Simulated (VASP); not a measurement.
# InSe (R3m) in VASP: notebook

InSe is run at these levels: PBE; tasks: single point.

Program: VASP 6.6.1. These are calculated values, not measurements. Logs are shortened: lines on timing, memory, paths and dates and some standing lists are left out, and cuts for length are marked.

### Step 1. The cell of the first run

The structure is trigonal, space group R3m (No. 160). The conventional cell has a = 3.880 Å, b = 3.880 Å, c = 24.950 Å, α = 90.00°, β = 90.00°, γ = 120.00°. Within 3.4 Å of In (site symmetry 3m) lie 3 Se at 2.58 Å and 1 In at 2.80 Å. In (site symmetry 3m) has 3 Se at 2.58 Å and 1 In at 2.80 Å within 3.4 Å. Se (site symmetry 3m) has 3 In at 2.58 Å within 3.4 Å. Within 3.4 Å of Se (site symmetry 3m) lie 3 In at 2.58 Å.

### Step 2. Single point, PBE (equal xx and yy strain of -3 %)

Input file INCAR:

```
SYSTEM = InSe
PREC     = Accurate       ! precision mode
ENCUT    = 520            ! plane-wave cutoff, eV
EDIFF    = 1E-6           ! SCF threshold, eV
ISMEAR   = -1             ! smearing method
SIGMA    = 0.01           ! smearing width, eV
LREAL    = .FALSE.        ! projectors in reciprocal space
LASPH    = .TRUE.         ! aspherical terms in the spheres
NELM     = 100            ! most SCF steps
ALGO     = Normal         ! electronic algorithm
ISIF     = 2              ! what is computed and relaxed
LWAVE    = .FALSE.        ! write WAVECAR
LCHARG   = .FALSE.        ! write CHGCAR
GGA      = PE             ! functional
NBANDS   = 27             ! bands
```

Input file KPOINTS:

```
Automatic mesh
0
G
  7 7 7
  0 0 0
```

Input file POSCAR:

```
InSe
1.0
    1.9399996608      1.1200593264      8.3166700000
   -1.9399996608      1.1200593264      8.3166700000
    0.0000000000     -2.2401186528      8.3166700000
In Se
2 2
Direct
    0.0000000000      0.0000000000      0.0000000000
    0.1122000000      0.1122000000      0.1122000000
    0.6155000000      0.6155000000      0.6155000000
    0.8300000000      0.8300000000      0.8300000000
```

Potentials or basis: VASP PAW PBE potentials, release 64 (In_d, Se).

Run with:

```console
$ cat potpaw_PBE.64/In_d/POTCAR potpaw_PBE.64/Se/POTCAR > POTCAR
$ mpirun -np 1 vasp_std > vasp.out
```

OUTCAR:

```text
SYSTEM = InSe
   PREC = Accurate
   ENCUT = 520
   EDIFF = 1E-6
   ISMEAR = -1
   LREAL = .FALSE.
   LASPH = .TRUE.
   NELM = 100
   ISIF = 2
   GGA = PE

 ion  position               nearest neighbor table
   1  0.000  0.000  0.000-   3 2.58   3 2.58   3 2.58   2 2.80
   2  0.112  0.112  0.112-   4 2.58   4 2.58   4 2.58   1 2.80
   3  0.615  0.615  0.615-   1 2.58   1 2.58   1 2.58
   4  0.830  0.830  0.830-   2 2.58   2 2.58   2 2.58

  LATTYP: Found a trigonal (rhomboedric) cell.
 ALAT       =     8.6130790933
 COS(alpha) =     0.8985349595

  Lattice vectors:

 A1 = (   1.9399996608,   1.1200593264,   8.3166700000)
 A2 = (  -1.9399996608,   1.1200593264,   8.3166700000)
 A3 = (   0.0000000000,  -2.2401186528,   8.3166700000)

Analysis of symmetry for initial positions (statically):
=====================================================================
 Subroutine PRICEL returns:
 Original cell was already a primitive cell.

 Routine SETGRP: Setting up the symmetry group for a
 trigonal (rhombohedral) supercell.

 Subroutine GETGRP returns: Found  6 space group operations
 (whereof  6 operations were pure point group operations)
 out of a pool of 12 trial point group operations.

The static configuration has the point symmetry C_3v.

Analysis of symmetry for dynamics (positions and initial velocities):
=====================================================================
 Subroutine PRICEL returns:
 Original cell was already a primitive cell.

 Routine SETGRP: Setting up the symmetry group for a
 trigonal (rhombohedral) supercell.

 Subroutine GETGRP returns: Found  6 space group operations
 (whereof  6 operations were pure point group operations)
 out of a pool of 12 trial point group operations.

The dynamic configuration has the point symmetry C_3v.

 Subroutine INISYM returns: Found  6 space group operations
 (whereof  6 operations are pure point group operations),
 and found     1 'primitive' translations

----------------------------------------------------------------------------------------

                                     Primitive cell

  volume of cell :     108.4285

  direct lattice vectors                    reciprocal lattice vectors
     1.939999661  1.120059326  8.316670000     0.257732004  0.148801642  0.040080144
    -1.939999661  1.120059326  8.316670000    -0.257732004  0.148801642  0.040080144
     0.000000000 -2.240118653  8.316670000     0.000000000 -0.297603284  0.040080144

  length of vectors
     8.613079093  8.613079093  8.613079093     0.300290080  0.300290080  0.300290080

  position of ions in fractional coordinates (direct lattice)
     0.000000000  0.000000000  0.000000000
     0.112200000  0.112200000  0.112200000
     0.615500000  0.615500000  0.615500000
     0.830000000  0.830000000  0.830000000

  ion indices of the primitive-cell ions
   primitive index   ion index
                 1           1
                 2           2
                 3           3
                 4           4

----------------------------------------------------------------------------------------

 KPOINTS: Automatic mesh

Automatic generation of k-mesh.
 Grid dimensions read from file:
 generate k-points for:    7    7    7

 Generating k-lattice:

  Cartesian coordinates                     Fractional coordinates (reciprocal lattice)
     0.036818858  0.021257377  0.005725735     0.142857143  0.000000000 -0.000000000
    -0.036818858  0.021257377  0.005725735     0.000000000  0.142857143 -0.000000000
     0.000000000 -0.042514755  0.005725735    -0.000000000 -0.000000000  0.142857143

  Length of vectors
     0.042898583  0.042898583  0.042898583

  Shift w.r.t. Gamma in fractional coordinates (k-lattice)
     0.000000000  0.000000000  0.000000000

 Subroutine IBZKPT returns following result:
 ===========================================

 Found     44 irreducible k-points:

 Following reciprocal coordinates:
            Coordinates               Weight
  0.000000  0.000000  0.000000      1.000000
  0.142857 -0.000000  0.000000      6.000000
  0.285714  0.000000  0.000000      6.000000
  0.428571  0.000000  0.000000      6.000000
  0.142857  0.142857  0.000000      6.000000
  0.285714  0.142857  0.000000     12.000000
[... 16 lines left out ...]
  0.285714  0.285714  0.142857      6.000000
  0.428571  0.285714  0.142857     12.000000
 [... further k-points ...]
   k-points           NKPTS =     44   k-points in BZ     NKDIM =     44   number of bands    NBANDS=     27
   number of dos      NEDOS =    301   number of ions     NIONS =      4
   total plane-waves  NPLWV = 262144
   dimension x,y,z NGX =    64 NGY =   64 NGZ =   64
   dimension x,y,z NGXF=   128 NGYF=  128 NGZF=  128
   ions per type =               2   2
   NGX,Y,Z   is equivalent  to a cutoff of  12.35, 12.35, 12.35 a.u.
   NGXF,Y,Z  is equivalent  to a cutoff of  24.71, 24.71, 24.71 a.u.
 SYSTEM =  InSe
   PREC   = accura    normal or accurate (medium, high low for compatibility)
   ISTART =      0    job   : 0-new  1-cont  2-samecut
   ICHARG =      2    charge: 1-file 2-atom 10-const
   ISPIN  =      1    spin polarized calculation?
   LNONCOLLINEAR =      F non collinear calculations
   LSORBIT =      F    spin-orbit coupling
   LASPH  =      T    aspherical Exc in radial PAW
   ENCUT  =  520.0 eV  38.22 Ry    6.18 a.u.  16.01 16.01 16.01*2*pi/ulx,y,z
   NELM   =    100;   NELMIN=  2; NELMDL= -5     # of ELM steps
   EDIFF  = 0.1E-05   stopping-criterion for ELM
   LREAL  =      F    real-space projection
   EDIFFG = 0.1E-04   stopping-criterion for IOM
   NSW    =      0    number of steps for IOM
   IBRION =     -1    ionic relax: 0-MD 1-quasi-New 2-CG
   NFREE  =      0    steps in history (QN), initial steepest desc. (CG)
   ISIF   =      2    stress and relaxation
   ISYM   =      2    0-nonsym 1-usesym 2-fastsym
   POTIM  = 0.5000    time-step for ionic-motion
   TEBEG  =    0.0;   TEEND  =   0.0 temperature during run
   PSTRESS=    0.0 pullay stress
   NELECT =      38.0000    total number of electrons
   NUPDOWN=      -1.0000    fix difference up-down
   EMIN   =  10.00;   EMAX   =-10.00  energy-range for DOS
   EFERMI =   0.00;   METHOD = LEGACY
   ISMEAR =    -1;   SIGMA  =   0.01  broadening in eV -4-tet -1-fermi 0-gaus
   EFERMI_NEDOS =   21; number of points for ismear=-14 and -15
   IALGO  =     38    algorithm
   IMIX   =      4    mixing-type and parameters
     AMIX     =   0.40;   BMIX     =  1.00
     AMIX_MAG =   1.60;   BMIX_MAG =  1.00
  volume/ion in A,a.u.               =      27.11       182.93
  Fermi-wavevector in a.u.,A,eV,Ry     =   1.154219  2.181158 18.125975  1.332222
  Thomas-Fermi vector in A             =   2.290857
   LORBIT       =      0    0 simple, 1 ext, 2 COOP (PROOUT), +10 PAW based schemes
   GGA     = PE    functional components
   LHFCALC =     F    Hartree Fock is set to
   AEXX    =    0.0000 exact exchange contribution
   IVDW    =     0    specifies the selected vdW correction
   LEPSILON=     F    determine dielectric tensor
   LRPA    =     F    only Hartree local field effects (RPA)
 non-spin polarized calculation
  energy-cutoff  :      520.00
  volume of cell :      108.43
 maximum number of plane-waves:      2933
   NGX = 31   NGY = 31   NGZ = 31

 number of electron      37.9999996 magnetization

 Free energy of the ion-electron system (eV)
  ---------------------------------------------------
  ext. energy  EPLUGINS =         0.00000000
  ---------------------------------------------------
  free energy    TOTEN  =       -13.88501226 eV

  energy without entropy =      -13.88501226  energy(sigma->0) =      -13.88501226

 E-fermi :   4.8695     XC(G=0):  -9.2628

 val. band max:        4.6662089075   @ k =  -0.4286   0.4286   0.4286
 cond. band min:       5.6893657754   @ k =   0.4286   0.4286   0.4286
 fundamental gap:      1.0231568679
 Fermi energy:         4.8694646175

 k-point     1 :       0.0000    0.0000    0.0000
  band No.  band energies     occupation
      1     -10.0352      2.00000
      2      -9.8599      2.00000
      3      -9.8599      2.00000
      4      -9.7865      2.00000
      5      -9.7865      2.00000
      6      -9.7440      2.00000
[... 19 lines left out ...]
     26      10.5652      0.00000
     27      12.9103      0.00000

 k-point     2 :       0.1429   -0.0000    0.0000
  band No.  band energies     occupation
      1     -10.0700      2.00000
      2      -9.9408      2.00000
      3      -9.9139      2.00000
      4      -9.8523      2.00000
      5      -9.7678      2.00000
      6      -9.7521      2.00000
[... 19 lines left out ...]
     26      11.0456      0.00000
     27      12.0292      0.00000

 k-point     3 :       0.2857    0.0000    0.0000
  band No.  band energies     occupation
      1     -10.2029      2.00000
      2     -10.0859      2.00000
      3      -9.9558      2.00000
      4      -9.8445      2.00000
      5      -9.7687      2.00000
      6      -9.7264      2.00000
[... 19 lines left out ...]
     26      11.6851      0.00000
     27      12.1120      0.00000

 k-point     4 :       0.4286    0.0000    0.0000
  band No.  band energies     occupation
      1     -10.2916      2.00000
      2     -10.1849      2.00000
      3      -9.9460      2.00000
      4      -9.8445      2.00000
      5      -9.7811      2.00000
      6      -9.6951      2.00000
[... 19 lines left out ...]
     26      11.3866      0.00000
     27      11.9194      0.00000
[... 516 lines left out ...]
      4      -9.8447      2.00000
      5      -9.7687      2.00000
      6      -9.7263      2.00000
[... 19 lines left out ...]
     26      11.6339      0.00000
     27      12.0554      0.00000

 k-point    23 :       0.2857    0.2857    0.1429
  band No.  band energies     occupation
      1     -10.0651      2.00000
      2      -9.9405      2.00000
      3      -9.9207      2.00000
      4      -9.8526      2.00000
      5      -9.7676      2.00000
      6      -9.7520      2.00000
[... 19 lines left out ...]
     26      11.0205      0.00000
     27      12.2754      0.00000

 k-point    24 :       0.4286    0.2857    0.1429
  band No.  band energies     occupation
      1     -10.1528      2.00000
      2     -10.0577      2.00000
      3      -9.9556      2.00000
      4      -9.8495      2.00000
      5      -9.7593      2.00000
      6      -9.7419      2.00000
[... 19 lines left out ...]
     26      11.5305      0.00000
     27      12.1070      0.00000

 [... further k-points ...]

------------------------ aborting loop because EDIFF is reached ----------------------------------------

  FORCE on cell =-STRESS in cart. coord.  units (eV):
  Direction    XX          YY          ZZ          XY          YZ          ZX
  --------------------------------------------------------------------------------------
  -------------------------------------------------------------------------------------
  Total        5.5444618      5.5444618      3.3209000     -0.0000000      0.0000000      0.0000000
  in kB       81.9269104     81.9269104     49.0707827     -0.0000000      0.0000000      0.0000000
  external PRESSURE =      70.9748679 kB  Pullay stress =       0.0000000 kB

 VOLUME and BASIS-vectors are now :
 -----------------------------------------------------------------------------
  energy-cutoff  :      520.00
  volume of cell :      108.43
      direct lattice vectors                 reciprocal lattice vectors
     1.939999661  1.120059326  8.316670000     0.257732004  0.148801642  0.040080144
    -1.939999661  1.120059326  8.316670000    -0.257732004  0.148801642  0.040080144
     0.000000000 -2.240118653  8.316670000     0.000000000 -0.297603284  0.040080144

 POSITION                                       TOTAL-FORCE (eV/Angst)
 -----------------------------------------------------------------------------------
      0.00000      0.00000      0.00000         0.000000      0.000000      0.810752
      0.00000      0.00000      2.79939         0.000000      0.000000     -0.802286
      0.00000      0.00000     15.35673         0.000000      0.000000     -0.704814
      0.00000      0.00000     20.70851         0.000000      0.000000      0.696348
 -----------------------------------------------------------------------------------
    total drift:                                0.000000     -0.000000      0.000339

  FREE ENERGIE OF THE ION-ELECTRON SYSTEM (eV)
  ---------------------------------------------------
  free  energy   TOTEN  =       -13.8850122569 eV

  energy  without entropy=      -13.8850122569  energy(sigma->0) =      -13.88501226
```

Run time: 6.1 min. Hardware: 1 thread of Intel Xeon Platinum 8559C (Emerald Rapids), shared host; peak memory 0.57 GiB.

What came out:

| Property | Result |
| --- | --- |
| Free energy | -13.8850 eV |
| Pressure | 7.1 GPa |
| Largest force | 0.811 eV/Å |
| Band gap on the k mesh | 1.02 eV (least direct gap 1.03 eV) |

Forces in eV/Å, atoms in the order of the input:
```
In   0.000  0.000  0.811
In   0.000  0.000 -0.802
Se   0.000  0.000 -0.705
Se   0.000  0.000  0.696
```

Stress tensor (GPa, compression positive):
```
8.19 0.00 0.00
0.00 8.19 0.00
0.00 0.00 4.91
```

Caveat: the cell differs from its parent crystal (equal xx and yy strain of -3 %); the cell stands under pressure; spin-orbit coupling is left out, which moves the levels of the heavy elements; an odd mesh through Γ misses points on the zone boundary, where band edges can lie.

### Step 3. Single point, PBE (equal xx and yy strain of -1 %)

Input file INCAR:

```
SYSTEM = InSe
PREC = Accurate
ENCUT = 520
EDIFF = 1E-6
ISMEAR = -1
SIGMA = 0.01
LREAL = .False.
LASPH = .True.
NELM = 80
ALGO = Normal
ISIF = 2
LWAVE = .False.
LCHARG = .False.
GGA = PE
NBANDS = 27
```

Input file KPOINTS:

```
regular mesh
0
Gamma
  7 7 7
  0 0 0
```

Input file POSCAR:

```
InSe
1.0
    1.9799996538      1.1431533331      8.3166700000
   -1.9799996538      1.1431533331      8.3166700000
    0.0000000000     -2.2863066663      8.3166700000
In Se
2 2
Direct
    0.0000000000      0.0000000000      0.0000000000
    0.1122000000      0.1122000000      0.1122000000
    0.6155000000      0.6155000000      0.6155000000
    0.8300000000      0.8300000000      0.8300000000
```

Potentials or basis: VASP PAW PBE potentials, release 64 (In_d, Se).

Run with:

```console
$ cat potpaw_PBE.64/In_d/POTCAR potpaw_PBE.64/Se/POTCAR > POTCAR
$ mpirun -np 1 vasp_std > vasp.out
```

It took 5.8 min on 1 thread of Intel Xeon Platinum 8559C (Emerald Rapids), shared host; peak memory 0.58 GiB.

Results (log left out):

```
Free energy            : -14.0657 eV
Pressure               : 4.2 GPa
Largest force          : 0.410 eV/Å
Band gap on the k mesh : 0.82 eV (least direct gap 0.83 eV)
```

Forces in eV/Å, atoms in the order of the input:
```
In   0.000  0.000  0.410
In   0.000  0.000 -0.404
Se   0.000  0.000 -0.341
Se   0.000  0.000  0.335
```

Stress tensor (GPa, compression positive):
```
4.68 0.00 0.00
0.00 4.68 0.00
0.00 0.00 3.19
```

Levels at points of the mesh, in eV from the valence-band top:
| k point | band 16 | band 17 | band 18 | band 19 | band 20 | band 21 | band 22 | band 23 |
| --- | --- | --- | --- | --- | --- | --- | --- | --- |
| (0.00, 0.00, 0.00) | -1.17 | -1.17 | -1.03 | -1.03 | 2.02 | 2.35 | 4.62 | 4.62 |

Caveat: the cell differs from its parent crystal (equal xx and yy strain of -1 %); the cell stands under pressure; spin-orbit coupling is left out, which moves the levels of the heavy elements; an odd mesh through Γ misses points on the zone boundary, where band edges can lie.

### Step 4. Single point, PBE (equal xx and yy strain of +2 %)

Input file INCAR:

```
PREC = Accurate ; ENCUT = 520
EDIFF = 1E-7 ; ISMEAR = -1
SIGMA = 0.01 ; LREAL = False
LASPH = True ; NELM = 80
ALGO = Normal ; ISIF = 2
LWAVE = False ; LCHARG = False
GGA = PE ; NBANDS = 27
```

Input file KPOINTS:

```
regular mesh
0
Gamma
  7 7 7
```

Input file POSCAR:

```
InSe
1.0
    2.0399996433      1.1777943432      8.3166700000
   -2.0399996433      1.1777943432      8.3166700000
    0.0000000000     -2.3555886865      8.3166700000
In Se
2 2
Direct
    0.0000000000      0.0000000000      0.0000000000
    0.1122000000      0.1122000000      0.1122000000
    0.6155000000      0.6155000000      0.6155000000
    0.8300000000      0.8300000000      0.8300000000
```

Run with:

```console
$ cat potpaw_PBE.64/In_d/POTCAR potpaw_PBE.64/Se/POTCAR > POTCAR
$ mpirun -np 1 vasp_std > vasp.out
```

It took 7.1 min on 1 thread of Intel Xeon Platinum 8559C (Emerald Rapids), shared host; peak memory 0.58 GiB.

It converged, with:

| Item | Value |
| --- | --- |
| Free energy | -14.1766 eV |
| Pressure | 0.8 GPa |
| Largest force | 0.096 eV/Å |
| Band gap on the k mesh | 0.59 eV (least direct gap 0.62 eV) |

Forces on the atoms (eV/Å):
```
In   0.000  0.000 -0.087
In   0.000  0.000  0.087
Se   0.000  0.000  0.096
Se   0.000  0.000 -0.096
```

Stress tensor (GPa, compression positive):
```
0.60 0.00 0.00
0.00 0.60 0.00
0.00 0.00 1.26
```

Levels at points of the mesh, in eV from the valence-band top:
```
           k point  band 16  band 17  band 18  band 19  band 20  band 21  band 22  band 23
(0.00, 0.00, 0.00)    -1.23    -1.23    -1.10    -1.10     1.74     2.09     4.31     4.31
```

Caveat: the cell differs from its parent crystal (equal xx and yy strain of +2 %); spin-orbit coupling is left out, which moves the levels of the heavy elements; an odd mesh through Γ misses points on the zone boundary, where band edges can lie.

### Step 5. Overview

```tsv
cell	gap on the mesh (eV)	pressure (GPa)	largest force (eV/Å)
a = 8.613 Å, angles 26.0°, 4 atoms	1.02	7.1	0.81
a = 8.625 Å, angles 26.5°, 4 atoms	0.82	4.2	0.41
a = 8.644 Å, angles 27.3°, 4 atoms	0.59	0.8	0.10
```

Alike in all rows: task single point; level PBE; potentials or basis VASP PAW PBE potentials, release 64 (In_d, Se); no spin polarisation; k mesh 7 × 7 × 7; cutoff (eV) 520; smearing fermi-dirac 0.01 eV.

Caveats: spin-orbit coupling is left out, which moves the levels of the heavy elements; an odd mesh through Γ misses points on the zone boundary, where band edges can lie; the cell stands under pressure (at least some runs).

Absolute energies hang on the potentials; compare differences alone.
